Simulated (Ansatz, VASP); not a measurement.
## One calculation of HfSiO4, two programs

Contents of INCAR:

```
SYSTEM = HfSiO4
PREC = Accurate
ENCUT = 600
EDIFF = 1E-6
ISMEAR = 0
SIGMA = 0.1
LREAL = .FALSE.
LASPH = .TRUE.
NELM = 60
ALGO = Normal
ISIF = 3
LWAVE = .FALSE.
LCHARG = .FALSE.
GGA = PE
IBRION = 2
NSW = 90
EDIFFG = -0.04
```

The input KPOINTS:

```
regular mesh
0
G
  4 4 4
  0 0 0
```

File POSCAR:

```
HfSiO4
1.0
    0.0000000000      3.3916533500      3.3916533500
    3.3916533500      0.0000000000      3.3916533500
    3.3916533500      3.3916533500      0.0000000000
Hf Si O
1 1 4
Direct
    0.5000000000      0.5000000000      0.5000000000
    0.0000000000      0.0000000000      0.0000000000
    0.1111004000      0.6666988100      0.1111004000
    0.1111004000      0.1111004000      0.6666988100
    0.6666988100      0.1111004000      0.1111004000
    0.1111004000      0.1111004000      0.1111004000
```

Input for Ansatz:

```yaml
crystal:
  lattice:
    - [0.0, 3.39165335, 3.39165335]
    - [3.39165335, 0.0, 3.39165335]
    - [3.39165335, 3.39165335, 0.0]
  atoms:
    - { symbol: Hf, position: [0.5, 0.5, 0.5] }
    - { symbol: Si, position: [0.0, 0.0, 0.0] }
    - { symbol: O, position: [0.1111004, 0.66669881, 0.1111004] }
    - { symbol: O, position: [0.1111004, 0.1111004, 0.66669881] }
    - { symbol: O, position: [0.66669881, 0.1111004, 0.1111004] }
    - { symbol: O, position: [0.1111004, 0.1111004, 0.1111004] }
basis:
  ecutwfc: 420
kpoints:
  mp_grid: { grid: [4, 4, 4] }
hamiltonian:
  xc: pbe
scf:
  occupations: { method: gaussian, width: 0.1 }
  lower_state_search: "off"
output:
  forces: true
  stress: true
  eigenvalues: true
relax:
  adjacent_minimum: "off"
  f_tol: 0.04
  max_steps: 70
  cell: { stress_tol: 0.4 }
```

Change from the starting cell: species swapped into the TlClO4 type (F-43m, No. 216).

Alike in both runs: task relaxation of cell and atoms; functional PBE; k mesh 4 × 4 × 4; occupations gaussian, width 0.1 eV; no spin polarisation.

|  | VASP | Ansatz |
| --- | --- | --- |
| version | VASP 6.6.1 | Ansatz 0.2.0 |
| potentials or method | VASP PAW PBE potentials, release 64 (Hf_pv, Si, O), cutoff 600 eV | scalar-relativistic, plane waves, PAW |
| valence electrons in the cell | 38 | 54 |

|  | VASP | Ansatz | Ansatz less VASP |
| --- | --- | --- | --- |
| gap on the k mesh at the Fermi level, each at its own relaxed structure (eV) | 0.13 | 0.14 | +0.008 |
| relaxed volume (Å³/atom) | 13.73 | 13.76 | +0.029 |
| relaxed cell length with the largest relative difference (Å) | 4.884 | 4.887 | +0.0034 |

VASP's potentials hold 38 valence electrons a cell and Ansatz's 54, so a difference there can come from the potentials and not from the codes.

Neither program's run includes spin-orbit coupling.
